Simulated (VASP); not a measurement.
Runs of VASP 6.6.1 on CaGe4N. The structure is that of space group P-43m (No. 215), or close to it. The cells are those of the table. 

```csv
task,cell,k mesh,cutoff (eV),gap on the mesh (eV),pressure (GPa),relaxed volume (Å³/atom),largest force (eV/Å)
single point,"a = 5.077 Å, 6 atoms",4 × 4 × 4,520,none,17.8,-,(b)
single point,"a = 5.318 Å, 6 atoms",8 × 8 × 8,520,none,0.0,-,0.02
relaxation of cell and atoms,"relaxed from a = 5.313 Å, 6 atoms",8 × 8 × 8,600,none,0.0,(a),0.01
single point,"a = 5.313 Å, 6 atoms",4 × 4 × 4,520,none,0.2,-,0.01
relaxation of cell and atoms,"relaxed from a = 5.077 Å, 6 atoms",4 × 4 × 4,600,none,0.0,25.13,-
```

Alike in all rows: level PBE; potentials or basis VASP PAW PBE potentials, release 64 (Ca_sv, Ge_d, N); no spin polarisation; smearing gaussian 0.1 eV.

**Question.** Fill in the values left out.

**Answer.** (a) 25.09; (b) 5.95.

Caveats: forces of over 1 eV/Å act on the atoms, so gaps and moduli don't describe the material at rest (some runs); the volume moved by over 15 % at a fixed basis, so the end points are rough (some runs).

A k mesh can miss the band edges, and the runs leave out spin-orbit coupling on Ge.

A gap of «none» marks levels without a gap at the run's occupations.
